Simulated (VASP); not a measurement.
Write the native input for VASP 6.6.1 that does the following.

| Property | Result |
| --- | --- |
| Task | single point |
| Functional | PBE |
| Potentials or basis | VASP PAW PBE potentials, release 64 (Zn) |
| Cutoff | 520 eV |
| k mesh | 17 × 17 × 17 |
| Occupations | fermi-dirac, width 0.08 eV |
| Spin | no spin polarisation |
| Dipole correction | no |
| Further INCAR settings | ALGO = Normal; EDIFF = 1e-06; NBANDS = 12 |

The structure of Zn lies in POSCAR:

```
Zn
1.0
    2.3347375317      0.0000000000      0.0000000000
    0.0000000000      2.3347375317      0.0000000000
    0.0000000000      0.0000000000      2.3347375317
Zn
1
Direct
    0.0000000000      0.0000000000      0.0000000000
```

This cell differs from its parent crystal: volume scaled by 0.7.

These files were run (other wordings do the same):

INCAR

```
SYSTEM = Zn
ALGO = Normal ; EDIFF = 1E-6
ENCUT = 520 ; GGA = PE
ISIF = 2 ; ISMEAR = -1
LASPH = .TRUE. ; LCHARG = .FALSE.
LREAL = .FALSE. ; LWAVE = .FALSE.
NBANDS = 12 ; NELM = 100
PREC = Accurate ; SIGMA = 0.08
```

KPOINTS

```
k-points
0
G
  17 17 17
  0 0 0
```

Potentials or basis: VASP PAW PBE potentials, release 64 (Zn).

Command:

```bash
$ cat potpaw_PBE.64/Zn/POTCAR > POTCAR
$ mpirun -np 1 vasp_std > vasp.out
```

Results of the run:

```
Pressure               : 43.1 GPa
Band gap on the k mesh : zero (band 6 reaches 10.77 eV, above the bottom of band 7 at 2.12 eV)
```

It took 31 s on 1 thread of AMD EPYC 7R13, on a shared host, peak memory 0.1 GiB.
